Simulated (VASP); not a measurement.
Input of a VASP 6.6.1 run:

The input INCAR:

```
SYSTEM = SiC
PREC = Accurate ; ENCUT = 520
EDIFF = 1E-6 ; ISMEAR = 0
SIGMA = 0.02 ; LREAL = .False.
LASPH = .True. ; NELM = 100
ALGO = Normal ; ISIF = 2
LWAVE = .False. ; LCHARG = .False.
GGA = PE ; NBANDS = 16
```

The input KPOINTS:

```
regular mesh
0
Gamma
  12 12 6
  0 0 0
```

Contents of POSCAR:

```
SiC
1.0
    3.0920147210      0.0000000000      0.0000000000
   -1.5460073605      2.6777632973      0.0000000000
    0.0000000000      0.0000000000      5.0738209112
Si C
2 2
Direct
    0.3333333333      0.6666666667      0.0045639507
    0.6666666667      0.3333333333      0.5045639507
    0.3333333333      0.6666666667      0.3804360493
    0.6666666667      0.3333333333      0.8804360493
```

Potentials or basis: VASP PAW PBE potentials, release 64 (Si, C).

Run with:

```console
$ cat potpaw_PBE.64/Si/POTCAR potpaw_PBE.64/C/POTCAR > POTCAR
$ mpirun -np 1 vasp_std > vasp.out
```

(1) Predict the band gap on the k mesh.

(2) Predict the pressure.

Results:

(1) 2.31 eV, indirect (least direct gap 3.94 eV).

(2) 0.0 GPa.
